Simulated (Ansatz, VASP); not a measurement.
# CdH2O2: VASP beside Ansatz

The input INCAR:

```
  ALGO = Normal
  EDIFF = 1E-6
  ENCUT = 520
  GGA = PS
  ISIF = 2
  ISMEAR = 0
  LASPH = T
  LCHARG = F
  LREAL = F
  LWAVE = F
  NBANDS = 21
  NELM = 100
  PREC = Accurate
  SIGMA = 0.01
```

The input KPOINTS:

```
k-points
0
Gamma
  6 6 4
```

The input POSCAR:

```
CdH2O2
1.0
    3.7747257298      0.0000000000      0.0000000000
   -1.8873628649      3.2690067366      0.0000000000
    0.0000000000      0.0000000000      4.3660976580
Cd H O
1 2 2
Direct
    0.3333333333      0.6666666667      0.9873000000
    0.0000000000      0.0000000000      0.0080800000
    0.6666666667      0.3333333333      0.4318900000
    0.0000000000      0.0000000000      0.7861900000
    0.6666666667      0.3333333333      0.2118900000
```

Input for Ansatz:

```yaml
crystal:
  lattice:
    - [3.774725729804536, 0.0, 0.0]
    - [-1.887362864902268, 3.2690067366119786, 0.0]
    - [0.0, 0.0, 4.366097657988283]
  atoms:
    - { symbol: Cd, position: [0.3333333333333333, 0.6666666666666666, 0.9873] }
    - { symbol: H, position: [0.0, 0.0, 0.00808] }
    - { symbol: H, position: [0.6666666666666666, 0.3333333333333333, 0.43189] }
    - { symbol: O, position: [0.0, 0.0, 0.78619] }
    - { symbol: O, position: [0.6666666666666666, 0.3333333333333333, 0.21189] }
basis:
  ecutwfc: 476.19925930478996
kpoints:
  mp_grid:
    grid: [6, 6, 4]
hamiltonian:
  xc: pbesol
scf:
  convergence:
    dr2_threshold: 1.0e-10
  occupations:
    method: fixed
output:
  stress: true
```

Alike in both runs: task single point; functional PBEsol; k mesh 6 × 6 × 4; no spin polarisation.

```csv
,VASP,Ansatz
version,VASP 6.6.1,Ansatz 0.2.0
potentials or method,"VASP PAW PBE potentials, release 64 (Cd, H, O), cutoff 520 eV","plane waves, PAW"
occupations,"gaussian, width 0.01 eV",fixed
valence electrons in the cell,26,34
```

```csv
,VASP,Ansatz,Ansatz less VASP
pressure (GPa),0.8,0.0,-0.75
"traceless stress, the component that is largest in VASP (GPa)",4.02,3.76,-0.267
```

VASP's potentials were made for PBE, not for PBEsol. VASP's potentials hold 26 valence electrons a cell and Ansatz's 34, so a difference there can come from the potentials and not from the codes.
